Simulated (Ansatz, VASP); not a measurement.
Two plane-wave programs on Ni

INCAR

```
ALGO = Fast
EDIFF = 1E-6
ENCUT = 520
GGA = PE
ISIF = 2
ISMEAR = 0
ISPIN = 2
LASPH = T
LCHARG = T
LELF = T
LMAXMIX = 4
LORBIT = 11
LREAL = F
LVHAR = T
LWAVE = F
MAGMOM = 0.64 0.64
NBANDS = 21
NELM = 150
PREC = Accurate
SIGMA = 0.15
```

KPOINTS

```
k-points
0
Gamma
  14 14 8
```

The input POSCAR:

```
Ni
1.0
   -1.4002398139      1.4002398139      1.4002398139
    1.4002398139     -1.4002398139      1.4002398139
    2.8004796278      2.8004796278      0.0000000000
Ni
2
Direct
    0.0000000000      0.0000000000      0.0000000000
    0.5000000000      0.5000000000      0.5000000000
```

Input for Ansatz:

```yaml
crystal:
  lattice:
    - [-1.4002398139, 1.4002398139, 1.4002398139]
    - [1.4002398139, -1.4002398139, 1.4002398139]
    - [2.8004796278, 2.8004796278, 0.0]
  atoms:
    - { symbol: Ni, position: [0.0, 0.0, 0.0], spin: 0.64 }
    - { symbol: Ni, position: [0.5, 0.5, 0.5], spin: 0.64 }
basis:
  ecutwfc: 420
kpoints:
  mp_grid: { grid: [14, 14, 8] }
hamiltonian:
  xc: pbe
scf:
  occupations: { method: gaussian, width: 0.15 }
output:
  forces: true
  stress: true
  eigenvalues: true
  populations: true
magnetization:
  spin_polarized: true
```

Alike in both runs: task single point; functional PBE; k mesh 14 × 14 × 8; occupations gaussian, width 0.15 eV; collinear spin.

|  | VASP | Ansatz |
| --- | --- | --- |
| version | VASP 6.6.1 | Ansatz 0.2.0 |
| potentials or method | VASP PAW PBE potentials, release 64 (Ni), cutoff 520 eV | scalar-relativistic, plane waves, PAW |
| valence electrons in the cell | 20 | 36 |

Ansatz gave:

| Item | Value |
| --- | --- |
| gap on the k mesh at the Fermi level (eV) | none |
| pressure (GPa) | 0.0 |
| traceless stress, the component that is largest in VASP (GPa) | 0.11 |
| net moment per atom (μB) | 0.54 |
| size of the moment on the site where the two differ most (μB) | 0.57 |

Task: Which values does VASP return?

Result: gap on the k mesh at the Fermi level (eV): none; pressure (GPa): -0.1; traceless stress, the component that is largest in VASP (GPa): 0.10; net moment per atom (μB): 0.54; size of the moment on the site where the two differ most (μB): 0.55.

Site moments also hang on the region over which each program counts them. A gap of «none» marks a metal or a gap that the smearing closes. VASP's potentials hold 20 valence electrons a cell and Ansatz's 36, so a difference there can come from the potentials and not from the codes.
